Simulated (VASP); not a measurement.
Write the native input for VASP 6.6.1 that does the following.

```yaml
Task: single point
Functional: LDA
Potentials_or_basis: VASP PAW LDA potentials, release 64 (Ti_sv, Pd)
Cutoff: 520 eV
k_mesh: 11 × 11 × 11
Occupations: fermi-dirac, width 0.05 eV
Spin: no spin polarisation
Dipole_correction: no
Further_INCAR_settings: ALGO = Normal; EDIFF = 1e-06; NBANDS = 29
```

The structure of TiPd3 lies in POSCAR:

```
TiPd3
1.0
    3.7683720496      0.0000000000      0.0000000000
    0.0000000000      3.7683720496      0.0000000000
    0.0000000000      0.0000000000      3.7683720496
Ti Pd
1 3
Direct
    0.0000000000      0.0000000000      0.0000000000
    0.0000000000      0.5000000000      0.5000000000
    0.5000000000      0.0000000000      0.5000000000
    0.5000000000      0.5000000000      0.0000000000
```

This cell differs from its parent crystal: volume scaled by 0.96.

One way to write it, as run:

INCAR

```
ALGO = Normal
EDIFF = 1E-6
ENCUT = 520
GGA = CA
ISIF = 2
ISMEAR = -1
LASPH = T
LCHARG = F
LREAL = F
LWAVE = F
NBANDS = 29
NELM = 80
PREC = Accurate
SIGMA = 0.05
```

KPOINTS

```
k-points
0
Gamma
  11 11 11
```

Potentials or basis: VASP PAW LDA potentials, release 64 (Ti_sv, Pd).

The run is started by

```sh
$ cat potpaw_LDA.64/Ti_sv/POTCAR potpaw_LDA.64/Pd/POTCAR > POTCAR
$ mpirun -np 1 vasp_std > vasp.out
```

Results of the run:

```
Pressure               : 13.6 GPa
Band gap on the k mesh : zero (band 21 reaches 13.60 eV, above the bottom of band 22 at 12.16 eV)
```

Wall time 78 s on 1 thread of AMD EPYC 7R43 64-Core Processor (Zen 3), on a shared host, peak memory 0.16 GiB.
